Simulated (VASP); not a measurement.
# TiN (Fm-3m) in VASP: a series of runs, part 2 of 2

VASP 6.6.1.

### 3 Single point, PBEsol, collinear spin (8.92 Å³/atom)

Contents of INCAR:

```
PREC     = Accurate       # precision mode
ENCUT    = 520            # plane-wave cutoff, eV
EDIFF    = 1E-6           # SCF threshold, eV
ISMEAR   = 0              # smearing method
SIGMA    = 0.15           # smearing width, eV
LREAL    = False          # projectors in reciprocal space
LASPH    = True           # aspherical terms in the spheres
NELM     = 150            # most SCF steps
ALGO     = Normal         # electronic algorithm
ISIF     = 2              # what is computed and relaxed
LWAVE    = False          # write WAVECAR
LCHARG   = True           # write CHGCAR
ISPIN    = 2              # spin polarisation
MAGMOM   = 1 0            # initial moments
LORBIT   = 11             # projections on sites
NUPDOWN  = 1.0            # fixed moment
LMAXMIX  = 4              # l up to which the mixer works
GGA      = PS             # functional
LELF     = True           # ELF
LVHAR    = True         
NBANDS   = 20             # bands
```

Contents of KPOINTS:

```
regular mesh
0
Gamma
  20 20 20
```

Contents of POSCAR:

```
TiN
1.0
    0.0000000000      2.0735146868      2.0735146868
    2.0735146868      0.0000000000      2.0735146868
    2.0735146868      2.0735146868      0.0000000000
Ti N
1 1
Direct
    0.0000000000      0.0000000000      0.0000000000
    0.5000000000      0.5000000000      0.5000000000
```

Potentials or basis: VASP PAW PBE potentials, release 64 (Ti_sv, N).

Launch:

```bash
cat potpaw_PBE.64/Ti_sv/POTCAR potpaw_PBE.64/N/POTCAR > POTCAR
mpirun -np 1 vasp_std > vasp.out
```

Wall time 3.5 min (1 thread of Intel Xeon 8259CL, shared host); peak memory 0.26 GiB.

The run converged. Its results:

| Property | Result |
| --- | --- |
| Free energy | -20.1789 eV |
| Pressure | 23.0 GPa |
| Net moment | 1.00 μB per cell |
| Site moments | Ti +0.73; N +0.07 μB |
| Valence electrons inside the program's atomic spheres | Ti 10.56; N 3.79 |

Caveat: the cell stands under pressure; the PAW data sets were made with another functional, which shifts forces and pressure a little; the total moment is fixed, so each spin has its own Fermi level.

### 4 Single point, PBEsol, collinear spin (8.92 Å³/atom)

Contents of INCAR:

```
ALGO = Normal
EDIFF = 1E-6
ENCUT = 520
GGA = PS
ISIF = 2
ISMEAR = 0
ISPIN = 2
LASPH = True
LCHARG = False
LMAXMIX = 4
LORBIT = 11
LREAL = False
LWAVE = False
MAGMOM = 0.625 0
NBANDS = 20
NELM = 150
NUPDOWN = 0.625
PREC = Accurate
SIGMA = 0.15
```

Contents of KPOINTS:

```
k-points
0
Gamma
  20 20 20
```

POSCAR is that of step 3.

Potentials or basis: VASP PAW PBE potentials, release 64 (Ti_sv, N).

Launch:

```bash
cat potpaw_PBE.64/Ti_sv/POTCAR potpaw_PBE.64/N/POTCAR > POTCAR
mpirun -np 1 vasp_std > vasp.out
```

OUTCAR:

```text
EDIFF = 1E-6
   ENCUT = 520
   GGA = PS
   ISIF = 2
   ISMEAR = 0
   ISPIN = 2
   LASPH = True
   LORBIT = 11
   LREAL = False
   NELM = 150
   NUPDOWN = 0.625
   PREC = Accurate

 ion  position               nearest neighbor table
   1  0.000  0.000  0.000-   2 2.07   2 2.07   2 2.07   2 2.07   2 2.07   2 2.07
   2  0.500  0.500  0.500-   1 2.07   1 2.07   1 2.07   1 2.07   1 2.07   1 2.07

  LATTYP: Found a face centered cubic cell.
 ALAT       =     4.1470293736

  Lattice vectors:

 A1 = (   0.0000000000,   2.0735146868,   2.0735146868)
 A2 = (   2.0735146868,   0.0000000000,   2.0735146868)
 A3 = (   2.0735146868,   2.0735146868,   0.0000000000)

Analysis of symmetry for initial positions (statically):
=====================================================================
 Subroutine PRICEL returns:
 Original cell was already a primitive cell.

 Routine SETGRP: Setting up the symmetry group for a
 face centered cubic supercell.

[... 752 lines left out ...]
      5      -5.1148      1.00000
      6      10.2099      1.00000
[... 541 lines left out ...]
     19      37.0808      0.00000
     20      39.0287      0.00000

 [... further k-points ...]

------------------------ aborting loop because EDIFF is reached ----------------------------------------

  FORCE on cell =-STRESS in cart. coord.  units (eV):
  Direction    XX          YY          ZZ          XY          YZ          ZX
  --------------------------------------------------------------------------------------
  -------------------------------------------------------------------------------------
  Total        1.9195343      1.9195343      1.9195343      0.0000000      0.0000000     -0.0000000
  in kB      172.4865042    172.4865042    172.4865042      0.0000000      0.0000000     -0.0000000
  external PRESSURE =     172.4865042 kB  Pullay stress =       0.0000000 kB

 VOLUME and BASIS-vectors are now :
 -----------------------------------------------------------------------------
  energy-cutoff  :      520.00
  volume of cell :       17.83
      direct lattice vectors                 reciprocal lattice vectors
     0.000000000  2.073514687  2.073514687    -0.241136464  0.241136464  0.241136464
     2.073514687  0.000000000  2.073514687     0.241136464 -0.241136464  0.241136464
     2.073514687  2.073514687  0.000000000     0.241136464  0.241136464 -0.241136464

 POSITION                                       TOTAL-FORCE (eV/Angst)
 -----------------------------------------------------------------------------------
      0.00000      0.00000      0.00000         0.000000      0.000000      0.000000
      2.07351      2.07351      2.07351        -0.000000     -0.000000     -0.000000
 -----------------------------------------------------------------------------------
    total drift:                                0.000000     -0.000000     -0.000000

  FREE ENERGIE OF THE ION-ELECTRON SYSTEM (eV)
  ---------------------------------------------------
  free  energy   TOTEN  =       -20.5598776865 eV

  energy  without entropy=      -20.5514695287  energy(sigma->0) =      -20.55567361

 total charge

# of ion       s       p       d       tot
------------------------------------------
    1        2.201   6.272   2.071  10.544
    2        1.246   2.538   0.000   3.784
--------------------------------------------------
tot          3.447   8.810   2.071  14.328

 magnetization (x)

# of ion       s       p       d       tot
------------------------------------------
    1        0.004   0.004   0.463   0.471
    2        0.000   0.038   0.000   0.039
--------------------------------------------------
tot          0.004   0.042   0.463   0.510
```

Run time: 3.4 min. Hardware: 1 thread of Intel Xeon 8259CL, shared host; peak memory 0.27 GiB.

Results:

| Quantity | Value |
| --- | --- |
| Free energy | -20.5599 eV |
| Pressure | 17.2 GPa |
| Net moment | 0.62 μB per cell |
| Site moments | Ti +0.47; N +0.04 μB |
| Valence electrons inside the program's atomic spheres | Ti 10.54; N 3.78 |

Caveat: the cell stands under pressure; the PAW data sets were made with another functional, which shifts forces and pressure a little; the total moment is fixed, so each spin has its own Fermi level.

### 5 Single point, PBEsol, collinear spin (9.29 Å³/atom)

This run uses another cell than the first one, of 9.29 Å³/atom.

Contents of INCAR:

```
  PREC = Accurate
  ENCUT = 520
  EDIFF = 1E-7
  ISMEAR = 0
  SIGMA = 0.15
  LREAL = F
  LASPH = T
  NELM = 150
  ALGO = Normal
  ISIF = 2
  LWAVE = F
  LCHARG = T
  ISPIN = 2
  MAGMOM = 1 0
  LORBIT = 11
  NUPDOWN = 1.0
  LMAXMIX = 4
  GGA = PS
  LELF = T
  LVHAR = T
  NBANDS = 20
```

Contents of KPOINTS:

```
regular mesh
0
Gamma
  20 20 20
```

Contents of POSCAR:

```
TiN
1.0
    0.0000000000      2.1019496216      2.1019496216
    2.1019496216      0.0000000000      2.1019496216
    2.1019496216      2.1019496216      0.0000000000
Ti N
1 1
Direct
    0.0000000000      0.0000000000      0.0000000000
    0.5000000000      0.5000000000      0.5000000000
```

Launch:

```bash
cat potpaw_PBE.64/Ti_sv/POTCAR potpaw_PBE.64/N/POTCAR > POTCAR
mpirun -np 1 vasp_std > vasp.out
```

Wall time 5 min (1 thread of Intel Xeon 8259CL, shared host); peak memory 0.27 GiB.

The run converged. Its results:

- Free energy: -20.2537 eV
- Pressure: 9.2 GPa
- Net moment: 1.00 μB per cell
- Site moments: Ti +0.74; N +0.06 μB
- Valence electrons inside the program's atomic spheres: Ti 10.47; N 3.76

Caveat: the cell stands under pressure; the PAW data sets were made with another functional, which shifts forces and pressure a little; the total moment is fixed, so each spin has its own Fermi level.

### 6 Summary

```csv
fixed moment (μB),cell,pressure (GPa),moment (μB)
0.75,"a = 2.932 Å, angles 60.0°, 2 atoms",18.9,0.75
1.0,"a = 2.932 Å, angles 60.0°, 2 atoms",23.0,1.00
0.625,"a = 2.932 Å, angles 60.0°, 2 atoms",17.2,0.62
1.0,"a = 2.973 Å, angles 60.0°, 2 atoms",9.2,1.00
```

Alike in all rows: task single point; level PBEsol; potentials or basis VASP PAW PBE potentials, release 64 (Ti_sv, N); spin collinear; k mesh 20 × 20 × 20; cutoff (eV) 520; smearing gaussian 0.15 eV.

Caveats: the cell stands under pressure; the PAW data sets were made with another functional, which shifts forces and pressure a little; the total moment is fixed, so each spin has its own Fermi level.

Absolute energies hang on the potentials; compare differences alone.
